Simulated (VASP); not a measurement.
Ta4O: single point with PBEsol+D4

Crystal: Ta4O.

```
CELL_PARAMETERS angstrom
3.20152 0.00000 0.00000
0.00000 3.20152 0.00000
0.00000 0.00000 7.33021
ATOMIC_POSITIONS crystal
Ta 0.00000 0.00000 0.50000
Ta 0.50000 0.50000 0.78279
Ta 0.50000 0.50000 0.21721
Ta 0.00000 0.00000 0.00000
O 0.50000 0.50000 0.50000
```

```yaml
Program: VASP 6.6.1
Task: single point
Functional: PBEsol
Dispersion: D4
Potentials_or_basis: VASP PAW PBE potentials, release 64 (Ta_pv, O)
Cutoff: 520 eV
k_mesh: 12 × 12 × 6
Occupations: gaussian, width 0.1 eV
Spin: no spin polarisation
Dipole_correction: no
Further_INCAR_settings: ALGO = Normal; EDIFF = 1e-07; NBANDS = 33
```

| Property | Result |
| --- | --- |
| Pressure | 0.4 GPa |
| Largest force | 0.037 eV/Å |
| Band gap on the k mesh | zero (band 25 reaches 7.17 eV, above the bottom of band 26 at 6.12 eV) |
| Dispersion energy per atom | -0.174 eV |

Forces in eV/Å, atoms in the order of the input:
```
Ta   0.000  0.000  0.000
Ta   0.000  0.000  0.037
Ta   0.000  0.000 -0.037
Ta   0.000  0.000  0.000
O    0.000  0.000  0.000
```

Stress tensor (GPa, compression positive):
```
0.32 0.00 0.00
0.00 0.32 0.00
0.00 0.00 0.53
```

Levels at points of the mesh, in eV from the Fermi level:
| k point | band 22 | band 23 | band 24 | band 25 | band 26 | band 27 | band 28 | band 29 |
| --- | --- | --- | --- | --- | --- | --- | --- | --- |
| (0.00, 0.00, 0.00) | -1.71 | -0.52 | -0.52 | -0.05 | 0.54 | 1.10 | 1.10 | 1.30 |
| (0.50, 0.00, 0.00) | -1.17 | -0.97 | -0.68 | 0.20 | 0.96 | 1.00 | 1.46 | 1.81 |
| (0.50, 0.50, 0.00) | -1.55 | -1.55 | -0.62 | -0.62 | 1.87 | 2.49 | 2.97 | 2.97 |
| (0.00, 0.00, 0.50) | -0.68 | -0.56 | -0.56 | 0.31 | 0.69 | 0.69 | 0.81 | 1.16 |
| (0.50, 0.00, 0.50) | -1.24 | -1.07 | -0.56 | -0.44 | 1.13 | 1.38 | 1.53 | 1.91 |
| (0.50, 0.50, 0.50) | -1.81 | -1.81 | 0.18 | 0.18 | 1.87 | 2.04 | 2.04 | 3.06 |

Wall time 3.9 min on 1 thread of Intel Xeon 6975P-C, on a shared host, peak memory 0.33 GiB.

Caveat: the PAW data sets were made with another functional, which shifts forces and pressure a little; spin-orbit coupling is left out, which moves the levels of the heavy elements; pairwise dispersion overbinds metals, which lowers pressure and volume.
